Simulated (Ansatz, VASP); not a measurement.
One calculation of Nb, two programs

```
CELL_PARAMETERS angstrom
5.34703 0.00000 0.00000
0.00000 4.88478 0.00000
0.00000 0.00000 2.81086
ATOMIC_POSITIONS crystal
Nb 0.13183 0.25000 0.64102
Nb 0.86817 0.75000 0.35898
Nb 0.36817 0.75000 0.14102
Nb 0.63183 0.25000 0.85898
```

Alike in both runs: functional PBE; k mesh 4 × 4 × 6; occupations gaussian, width 0.1 eV; no spin polarisation.

Ansatz relaxed the structure, and its values are those at the end. VASP's run is a single point on that final structure, the one shown.

|  | VASP | Ansatz |
| --- | --- | --- |
| version | VASP 6.6.1 | Ansatz 0.2.0 |
| potentials or method | VASP PAW PBE potentials, release 64 (Nb_sv), cutoff 520 eV | scalar-relativistic, plane waves, PAW |
| valence electrons in the cell | 52 | 52 |

VASP gave:

| Quantity | Value |
| --- | --- |
| gap on the k mesh at the Fermi level (eV) | none |
| pressure (GPa) | -0.2 |

**Question.** What did Ansatz give for the same quantities?

**Answer.** gap on the k mesh at the Fermi level (eV): none; pressure (GPa): 0.1.

A gap of «none» marks a metal or a gap that the smearing closes. With one functional, cell and mesh, what is left measures potentials, basis and numerics.

The k mesh is coarse, so the values compare programs but aren't converged.
